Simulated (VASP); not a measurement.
## In3SbAs2: single point with r2SCAN

In3SbAs2:

```
As In Sb
1.0
    -2.16855    6.50504    3.06217
     2.16855   -6.50504    3.06217
     2.16855    6.50504   -3.06217
As In Sb
2 3 1
Cartesian
  0.0000 4.3159 0.0044
  0.0000 8.6942 0.0044
  2.1686 4.2315 1.4654
  0.0000 2.2735 4.5276
  2.1686 0.0000 1.6662
  0.0000 0.0000 -0.0126
```

- Program: VASP 6.6.1
- Task: single point
- Functional: r2SCAN
- Potentials or basis: VASP PAW PBE potentials, release 64 (As, In_d, Sb)
- Cutoff: 520 eV
- k mesh: 6 × 6 × 6
- Occupations: fermi-dirac, width 0.02 eV
- Spin: no spin polarisation

```yaml
Pressure: 3.7 GPa
Largest_force: 0.044 eV/Å
Band_gap_on_the_k_mesh: 0.22 eV
```

Forces in eV/Å, atoms in the order of the input:
```
As   0.000  0.002  0.034
As   0.000 -0.002  0.034
In   0.000 -0.001 -0.029
In   0.000  0.001 -0.029
In   0.000  0.000  0.035
Sb   0.000  0.000 -0.044
```

Levels at points of the mesh, in eV from the valence-band top:
| k point | band 25 | band 26 | band 27 | band 28 | band 29 | band 30 |
| --- | --- | --- | --- | --- | --- | --- |
| (0.00, 0.00, 0.00) | -0.14 | -0.14 | 0.00 | 0.22 | 2.03 | 2.67 |
| (0.50, 0.00, 0.00) | -1.65 | -1.17 | -0.78 | 1.02 | 2.28 | 2.69 |
| (0.00, 0.50, 0.00) | -2.25 | -1.18 | -1.17 | 1.07 | 3.44 | 3.48 |
| (0.50, 0.50, 0.00) | -2.56 | -2.09 | -1.79 | 1.55 | 1.92 | 3.28 |
| (0.50, 0.50, 0.50) | -1.91 | -0.92 | -0.21 | 1.42 | 1.89 | 2.13 |

It took 20 min on 1 thread of Intel(R) Xeon(R) 6975P-C (Granite Rapids), with other jobs on the host, peak memory 0.64 GiB.

Caveat: the cell stands under pressure; the PAW data sets were made with another functional, which shifts forces and pressure a little; spin-orbit coupling is left out, which moves the levels of the heavy elements.
